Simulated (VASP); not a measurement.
# Sb (Cmce) in VASP: further runs

The runs below take Sb through relaxation of cell and atoms, single point, with r2SCAN.

Program: VASP 6.6.1. These are calculated values, not measurements. Logs are shortened: lines on timing, memory, paths and dates and some standing lists are left out, and cuts for length are marked.

### Step 1. The cell of the first run

The structure is orthorhombic, space group Cmce (No. 64). Conventional cell: a = 6.555 Å, b = 4.333 Å, c = 8.837 Å, α = 90.00°, β = 90.00°, γ = 90.00°. Within 3.2 Å of Sb (site symmetry m) lie 3 Sb at 2.44 to 3.20 Å.

### Step 2. Relaxation of cell and atoms, r2SCAN

POSCAR reads:

```
Sb
1.0
    3.2776889962     -2.1663016867      0.0000000000
    3.2776889962      2.1663016867      0.0000000000
    0.0000000000      0.0000000000      8.8368844612
Sb
4
Direct
    0.8500000000      0.1500000000      0.1170000000
    0.6500000000      0.3500000000      0.6170000000
    0.1500000000      0.8500000000      0.8830000000
    0.3500000000      0.6500000000      0.3830000000
```

INCAR.step1 reads:

```
PREC = Accurate ; ENCUT = 600
ISMEAR = 0 ; SIGMA = 0.1
LREAL = F ; LASPH = T
NELM = 100 ; GGA = PE
ALGO = Normal ; EDIFF = 1E-4
LWAVE = T ; LCHARG = F
```

INCAR.step2 reads:

```
PREC = Accurate ; ENCUT = 600
EDIFF = 1E-6 ; ISMEAR = 0
SIGMA = 0.1 ; LREAL = F
LASPH = T ; NELM = 100
ALGO = Normal ; ISIF = 3
LWAVE = F ; LCHARG = F
METAGGA = R2SCAN ; LMIXTAU = T
IBRION = 2 ; NSW = 90
EDIFFG = -0.04 ; ISTART = 1
```

KPOINTS reads:

```
Automatic mesh
0
Gamma
  6 6 2
```

Potentials or basis: VASP PAW PBE potentials, release 64 (Sb).

Command:

```sh
> cat potpaw_PBE.64/Sb/POTCAR > POTCAR
> cp INCAR.step1 INCAR
> mpirun -np 1 vasp_std > vasp.out
> cp INCAR.step2 INCAR
> mpirun -np 1 vasp_std > vasp.out
```

OUTCAR:

```text
PREC = Accurate
   ENCUT = 600
   EDIFF = 1E-6
   ISMEAR = 0
   LREAL = F
   LASPH = T
   NELM = 100
   ISIF = 3
   METAGGA = R2SCAN
   IBRION = 2
   NSW = 90
   EDIFFG = -0.04
   ISTART = 1

 ion  position               nearest neighbor table
   1  0.850  0.150  0.117-   3 2.44   4 3.20   4 3.20   3 3.67
   2  0.650  0.350  0.617-   4 2.44   3 3.20   3 3.20   4 3.67
   3  0.150  0.850  0.883-   1 2.44   2 3.20   2 3.20   1 3.67
   4  0.350  0.650  0.383-   2 2.44   1 3.20   1 3.20   2 3.67

  LATTYP: Found a base centered orthorhombic cell.
 ALAT       =     4.3326033734
 B/A-ratio  =     1.5130344108
 C/A-ratio  =     2.0396246089

  Lattice vectors:

 A1 = (  -3.2776889962,  -2.1663016867,   0.0000000000)
 A2 = (   3.2776889962,  -2.1663016867,   0.0000000000)
 A3 = (   0.0000000000,   0.0000000000,   8.8368844612)

Analysis of symmetry for initial positions (statically):
=====================================================================
 Subroutine PRICEL returns:
 Original cell was already a primitive cell.

 Routine SETGRP: Setting up the symmetry group for a
 base centered orthorhombic supercell.

 Subroutine GETGRP returns: Found  8 space group operations
 (whereof  4 operations were pure point group operations)
 out of a pool of  8 trial point group operations.

The static configuration has the point symmetry C_2h.
 The point group associated with its full space group is D_2h.

Analysis of symmetry for dynamics (positions and initial velocities):
=====================================================================
 Subroutine PRICEL returns:
 Original cell was already a primitive cell.

 Routine SETGRP: Setting up the symmetry group for a
 base centered orthorhombic supercell.

 Subroutine GETGRP returns: Found  8 space group operations
 (whereof  4 operations were pure point group operations)
 out of a pool of  8 trial point group operations.

The dynamic configuration has the point symmetry C_2h.
 The point group associated with its full space group is D_2h.

 Subroutine INISYM returns: Found  8 space group operations
 (whereof  4 operations are pure point group operations),
 and found     1 'primitive' translations

----------------------------------------------------------------------------------------

                                     Primitive cell

  volume of cell :     125.4919

  direct lattice vectors                    reciprocal lattice vectors
     3.277688996 -2.166301687  0.000000000     0.152546505 -0.230808111  0.000000000
[... 92 lines left out ...]
   EDIFFG = -.4E-01   stopping-criterion for IOM
   NSW    =     90    number of steps for IOM
   IBRION =      2    ionic relax: 0-MD 1-quasi-New 2-CG
   NFREE  =      1    steps in history (QN), initial steepest desc. (CG)
   ISIF   =      3    stress and relaxation
   ISYM   =      2    0-nonsym 1-usesym 2-fastsym
   POTIM  = 0.5000    time-step for ionic-motion
   TEBEG  =    0.0;   TEEND  =   0.0 temperature during run
   PSTRESS=    0.0 pullay stress
   NELECT =      20.0000    total number of electrons
   NUPDOWN=      -1.0000    fix difference up-down
   EMIN   =  10.00;   EMAX   =-10.00  energy-range for DOS
   EFERMI =   0.00;   METHOD = LEGACY
   ISMEAR =     0;   SIGMA  =   0.10  broadening in eV -4-tet -1-fermi 0-gaus
   EFERMI_NEDOS =   21; number of points for ismear=-14 and -15
   IALGO  =     38    algorithm
   IMIX   =      4    mixing-type and parameters
     AMIX     =   0.40;   BMIX     =  1.00
     AMIX_MAG =   1.60;   BMIX_MAG =  1.00
  volume/ion in A,a.u.               =      31.37       211.72
  Fermi-wavevector in a.u.,A,eV,Ry     =   0.887591  1.677304 10.718911  0.787818
  Thomas-Fermi vector in A             =   2.008909
   LORBIT       =      0    0 simple, 1 ext, 2 COOP (PROOUT), +10 PAW based schemes
   METAGGA = R2SCAN    functional components
   LHFCALC =     F    Hartree Fock is set to
   AEXX    =    0.0000 exact exchange contribution
   IVDW    =     0    specifies the selected vdW correction
   LEPSILON=     F    determine dielectric tensor
   LRPA    =     F    only Hartree local field effects (RPA)
 conjugate gradient relaxation of ions
 non-spin polarized calculation
 Gauss-broadening in eV      SIGMA  =   0.10
  energy-cutoff  :      600.00
  volume of cell :      125.49
 maximum number of plane-waves:      4216
   NGX = 15   NGY = 15   NGZ = 35

--------------------------------------- Ionic step        1  -------------------------------------------

 number of electron      19.9999999 magnetization

 Free energy of the ion-electron system (eV)
  ---------------------------------------------------
  ext. energy  EPLUGINS =         0.00000000
  ---------------------------------------------------
  free energy    TOTEN  =       -99.11575397 eV

  energy without entropy =      -99.11067498  energy(sigma->0) =      -99.11321447

------------------------ aborting loop because EDIFF is reached ----------------------------------------

  FORCE on cell =-STRESS in cart. coord.  units (eV):
  Direction    XX          YY          ZZ          XY          YZ          ZX
  --------------------------------------------------------------------------------------
  -------------------------------------------------------------------------------------
  Total       -0.7177174      4.0614193     13.4265688      0.0000000     -0.0000000      0.0000000
  in kB       -9.1632221     51.8528405    171.4193206      0.0000000     -0.0000000      0.0000000
  external PRESSURE =      71.3696463 kB  Pullay stress =       0.0000000 kB
[... 920 lines left out ...]
      3       3.2791      2.00000
      4       3.2791      2.00000
      5       4.4874      2.00000
      6       4.4874      2.00000
      7       5.6715      2.00000
      8       5.6715      2.00000
      9       9.3157      2.00000
     10       9.3157      2.00000
     11       9.8015      2.00000
     12       9.8015      2.00000
     13      12.3421      0.00000
     14      12.3421      0.00000

 [... further k-points ...]

[... ionic steps 4 to 16 ...]

--------------------------------------- Ionic step       17  -------------------------------------------

 number of electron      20.0000000 magnetization

------------------------ aborting loop because EDIFF is reached ----------------------------------------
[... 488 lines left out ...]
--------------------------------------- Ionic step       19  -------------------------------------------

 number of electron      20.0000000 magnetization

 Free energy of the ion-electron system (eV)
  ---------------------------------------------------
  ext. energy  EPLUGINS =         0.00000000
  ---------------------------------------------------
  free energy    TOTEN  =      -101.57560341 eV

  energy without entropy =     -101.57196458  energy(sigma->0) =     -101.57378400

 E-fermi :   6.9219     XC(G=0):  -9.9774

 val. band max:        6.6164078155   @ k =   0.3333   0.3333   0.0000
 cond. band min:       7.0167122371   @ k =  -0.3333   0.1667   0.5000
 fundamental gap:      0.4003044216
 Fermi energy:         6.9218790710
[... 439 lines left out ...]
  FREE ENERGIE OF THE ION-ELECTRON SYSTEM (eV)
  ---------------------------------------------------
  free  energy   TOTEN  =      -101.5756034143 eV

  energy  without entropy=     -101.5719645767  energy(sigma->0) =     -101.57378400

 reached required accuracy - stopping structural energy minimisation
```

OUTCAR.step1:

```text
PREC = Accurate
   ENCUT = 600
   ISMEAR = 0
   LREAL = F
[... 640 lines left out ...]
      3.27769     -1.51641      1.03392         0.000000      2.326053      3.323337
      3.27769     -0.64989      5.45236         0.000000     -2.326053      3.323337
      3.27769      1.51641      7.80297         0.000000     -2.326053     -3.323337
      3.27769      0.64989      3.38453         0.000000      2.326053     -3.323337
 -----------------------------------------------------------------------------------
    total drift:                                0.000000     -0.000000      0.000000

  FREE ENERGIE OF THE ION-ELECTRON SYSTEM (eV)
  ---------------------------------------------------
  free  energy   TOTEN  =       -13.1189079947 eV

  energy  without entropy=      -13.1144933666  energy(sigma->0) =      -13.11670068
```

OSZICAR.step1:

```text
N       E                     dE             d eps       ncg     rms          rms(c)
DAV:   1     0.103089935576E+03    0.10309E+03   -0.72539E+03   728   0.125E+03
DAV:   2    -0.668487854246E+01   -0.10977E+03   -0.10703E+03   952   0.184E+02
DAV:   3    -0.131029681765E+02   -0.64181E+01   -0.61696E+01   928   0.486E+01
DAV:   4    -0.132021771358E+02   -0.99209E-01   -0.98030E-01   746   0.662E+00
DAV:   5    -0.132036754665E+02   -0.14983E-02   -0.14980E-02   866   0.920E-01    0.453E+00
DAV:   6    -0.131431276401E+02    0.60548E-01   -0.36754E-02   734   0.116E+00    0.265E+00
DAV:   7    -0.131190743159E+02    0.24053E-01   -0.64799E-02   770   0.150E+00    0.119E-01
DAV:   8    -0.131188685118E+02    0.20580E-03   -0.94895E-03   728   0.589E-01    0.118E-01
DAV:   9    -0.131189079947E+02   -0.39483E-04   -0.23807E-04   594   0.108E-01
   1 F= -.13118908E+02 E0= -.13116701E+02  d E =-.441463E-02
```

It took 32 min on 1 thread of Intel Xeon Platinum 8259CL at 2.50GHz (Skylake/Cascade Lake), shared host; peak memory 0.32 GiB.

What came out:

```
Free energy                            : -101.5756 eV
Relaxed volume                         : 30.68 Å³/atom
Relaxed cell                           : a = 3.408 Å, b = 3.408 Å, c = 11.248 Å, α = 90.00°, β = 90.00°, γ = 69.99°
Space group after relaxing (to 0.05 Å) : Cmce (No. 64)
Energy gained by relaxing              : 615.0 meV/atom
Ionic steps                            : 19
Pressure after relaxing                : 0.1 GPa
Largest force after relaxing           : 0.030 eV/Å
Band gap on the k mesh                 : zero (band 10 reaches 10.18 eV, above the bottom of band 11 at 5.16 eV)
```

Forces on the atoms (eV/Å):
```
Sb   0.000  0.021  0.021
Sb   0.000 -0.021  0.021
Sb   0.000 -0.021 -0.021
Sb   0.000  0.021 -0.021
```

Stress tensor (GPa, compression positive):
```
0.01 0.00 0.00
0.00 0.06 0.00
0.00 0.00 0.13
```

The path:
```csv
step,energy change (eV),largest force (eV/Å),pressure (GPa),volume (Å³)
1,0.0000,3.7667,7.14,125.49
2,-0.7318,0.8656,-7.84,151.63
3,-1.0363,0.8625,-4.39,138.86
4,-1.5904,1.0351,-2.24,125.95
5,0.4963,4.4531,32.55,91.62
6,-1.7464,0.8846,-0.29,120.29
7,-1.8294,0.3226,4.63,111.04
8,-1.8434,0.5010,2.78,113.89
9,-2.0673,0.4770,3.90,111.96
10,-2.0772,0.8627,5.60,110.72
11,-2.3683,0.3588,1.98,116.39
12,-2.4289,0.0556,0.59,119.65
13,-2.4334,0.0548,0.14,120.81
14,-2.4333,0.0686,0.07,121.00
15,-2.4472,0.1060,-0.04,121.62
16,-2.4549,0.1558,-0.15,122.45
17,-2.4589,0.0492,0.19,122.20
18,-2.4591,0.0275,0.27,122.14
19,-2.4598,0.0300,0.07,122.72
```

Final structure:
```
Sb
1.0
     2.79148   -1.95419    0.00000
     2.79148    1.95419    0.00000
     0.00000    0.00000   11.24813
Sb
4
Cartesian
  2.7915 -1.1982 1.7167
  2.7915 -0.7560 7.3408
  2.7915 1.1982 9.5314
  2.7915 0.7560 3.9073
```

Caveat: the PAW data sets were made with another functional, which shifts forces and pressure a little; spin-orbit coupling is left out, which moves the levels of the heavy elements.

### Step 3. Single point, r2SCAN

This run uses another cell than the first one, of 31.51 Å³/atom, 1.004 times its volume.

POSCAR reads:

```
Sb
1.0
    2.6478847451     -4.4876735981      0.0000000000
    2.6478847451      4.4876735981      0.0000000000
    0.0000000000      0.0000000000      5.3028137664
Sb
4
Direct
    0.1525000000      0.8475000000      0.0785000000
    0.6525000000      0.3475000000      0.4215000000
    0.8475000000      0.1525000000      0.9215000000
    0.3475000000      0.6525000000      0.5785000000
```

INCAR.step1 reads:

```
SYSTEM = Sb
PREC     = Accurate       ! precision mode
ENCUT    = 520            ! plane-wave cutoff, eV
ISMEAR   = 0              ! smearing method
SIGMA    = 0.1            ! smearing width, eV
LREAL    = .FALSE.        ! projectors in reciprocal space
LASPH    = .TRUE.         ! aspherical terms in the spheres
NELM     = 100            ! most SCF steps
NBANDS   = 18             ! bands
GGA      = PE             ! functional
ALGO     = Normal         ! electronic algorithm
EDIFF    = 1E-4           ! SCF threshold, eV
LWAVE    = .TRUE.         ! write WAVECAR
LCHARG   = .FALSE.        ! write CHGCAR
```

INCAR.step2 reads:

```
SYSTEM = Sb
PREC     = Accurate       ! precision mode
ENCUT    = 520            ! plane-wave cutoff, eV
EDIFF    = 1E-6           ! SCF threshold, eV
ISMEAR   = 0              ! smearing method
SIGMA    = 0.1            ! smearing width, eV
LREAL    = .FALSE.        ! projectors in reciprocal space
LASPH    = .TRUE.         ! aspherical terms in the spheres
NELM     = 100            ! most SCF steps
ALGO     = Normal         ! electronic algorithm
ISIF     = 2              ! what is computed and relaxed
LWAVE    = .FALSE.        ! write WAVECAR
LCHARG   = .FALSE.        ! write CHGCAR
METAGGA  = R2SCAN         ! meta-GGA
LMIXTAU  = .TRUE.       
NBANDS   = 18             ! bands
ISTART   = 1
```

KPOINTS reads:

```
regular mesh
0
G
  4 4 4
  0 0 0
```

Potentials or basis: VASP PAW PBE potentials, release 64 (Sb).

Command:

```sh
> cat potpaw_PBE.64/Sb/POTCAR > POTCAR
> cp INCAR.step1 INCAR
> mpirun -np 1 vasp_std > vasp.out
> cp INCAR.step2 INCAR
> mpirun -np 1 vasp_std > vasp.out
```

Run time: 2 min. Hardware: 1 thread of AMD EPYC 7R43 (Zen 3), shared host; peak memory 0.22 GiB.

Results (log left out):

| Property | Result |
| --- | --- |
| Free energy | -101.0700 eV |
| Pressure | 1.8 GPa |
| Largest force | 0.368 eV/Å |
| Band gap on the k mesh | zero (band 10 reaches 7.92 eV, above the bottom of band 11 at 6.30 eV) |

Forces in eV/Å, atoms in the order of the input:
```
Sb   0.000 -0.039  0.365
Sb   0.000 -0.039 -0.365
Sb   0.000  0.039 -0.365
Sb   0.000  0.039  0.365
```

Stress tensor (GPa, compression positive):
```
0.82 0.00 0.00
0.00 2.18 0.00
0.00 0.00 2.42
```

Levels at points of the mesh, in eV from the Fermi level:
```csv
k point,band 6,band 7,band 8,band 9,band 10,band 11,band 12,band 13,band 14,band 15
"(0.00, 0.00, 0.00)",-4.14,-3.43,-2.34,-2.13,-0.55,0.59,1.54,1.60,2.08,2.61
"(0.50, 0.00, 0.00)",-4.16,-2.83,-2.83,-0.96,-0.96,0.84,0.84,2.05,2.05,4.35
"(0.50, 0.50, 0.00)",-4.26,-2.43,-1.90,-1.80,-0.52,-0.17,0.05,3.16,3.29,4.10
"(0.00, 0.00, 0.50)",-3.83,-3.18,-3.18,-1.69,-1.69,0.29,0.29,0.46,0.46,3.52
"(0.50, 0.00, 0.50)",-4.48,-3.20,-3.20,1.34,1.34,1.39,1.39,2.76,2.76,3.78
"(0.50, 0.50, 0.50)",-3.96,-3.92,-3.92,0.31,0.31,1.50,1.50,3.18,3.18,4.95
```

Caveat: the PAW data sets were made with another functional, which shifts forces and pressure a little; spin-orbit coupling is left out, which moves the levels of the heavy elements.
